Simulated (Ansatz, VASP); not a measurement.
## B4N3: VASP beside Ansatz

Contents of INCAR:

```
  PREC = Accurate
  ENCUT = 520
  EDIFF = 1E-6
  ISMEAR = 0
  SIGMA = 0.1
  LREAL = F
  LASPH = T
  NELM = 150
  ALGO = Normal
  ISIF = 2
  LWAVE = F
  LCHARG = F
  ISPIN = 2
  MAGMOM = 0 0 0 0 1 1 1
  LORBIT = 11
  GGA = PE
  NBANDS = 26
```

The input KPOINTS:

```
Automatic mesh
0
Gamma
  6 6 6
```

The input POSCAR:

```
B4N3
1.0
    4.8750896201      0.0000000000      0.0000000000
   -2.4375448101      4.2219514567      0.0000000000
    0.0000000000      0.0000000000      3.1885442973
B N
4 3
Direct
    0.5080290079      0.0160580157      0.0000000000
    0.9839419843      0.4919709921      0.0000000000
    0.5080290079      0.4919709921      0.0000000000
    0.0000000000      0.0000000000      0.0000000000
    0.1662083764      0.8337916236      0.0000000000
    0.6675832472      0.8337916236      0.0000000000
    0.1662083764      0.3324167528      0.0000000000
```

Input for Ansatz:

```yaml
crystal:
  lattice:
    - [4.8750896201, 0.0, 0.0]
    - [-2.4375448101, 4.2219514567, 0.0]
    - [0.0, 0.0, 3.1885442973]
  atoms:
    - { symbol: B, position: [0.5080290079, 0.0160580157, 0.0] }
    - { symbol: B, position: [0.9839419843, 0.4919709921, 0.0] }
    - { symbol: B, position: [0.5080290079, 0.4919709921, 0.0] }
    - { symbol: B, position: [0.0, 0.0, 0.0] }
    - { symbol: "N", position: [0.1662083764, 0.8337916236, 0.0], spin: 1.0 }
    - { symbol: "N", position: [0.6675832472, 0.8337916236, 0.0], spin: 1.0 }
    - { symbol: "N", position: [0.1662083764, 0.3324167528, 0.0], spin: 1.0 }
basis:
  ecutwfc: 420
kpoints:
  mp_grid: { grid: [6, 6, 6] }
hamiltonian:
  xc: pbe
scf:
  occupations: { method: gaussian, width: 0.1 }
  lower_state_search: "off"
output:
  forces: true
  stress: true
  eigenvalues: true
  populations: true
magnetization:
  spin_polarized: true
```

Alike in both runs: task single point; functional PBE; k mesh 6 × 6 × 6; occupations gaussian, width 0.1 eV; collinear spin.

|  | VASP | Ansatz |
| --- | --- | --- |
| version | VASP 6.6.1 | Ansatz 0.2.0 |
| potentials or method | VASP PAW PBE potentials, release 64 (B, N), cutoff 520 eV | scalar-relativistic, plane waves, PAW |
| valence electrons in the cell | 27 | 27 |

|  | VASP | Ansatz | Ansatz less VASP |
| --- | --- | --- | --- |
| gap on the k mesh at the Fermi level (eV) | none | none | - |
| pressure (GPa) | -1.2 | -1.3 | -0.06 |
| traceless stress, the component that is largest in VASP (GPa) | 2.23 | 2.41 | +0.180 |
| rms of the force components (eV/Å) | 0.062 | 0.056 | -0.0054 |
| net moment per atom (μB) | 0.00 | 0.00 | 0.000 |

Atom by atom the forces differ by 0.005 eV/Å (rms over components). A gap of «none» marks a metal or a gap that the smearing closes. Ansatz's warnings: seeded moment not kept.
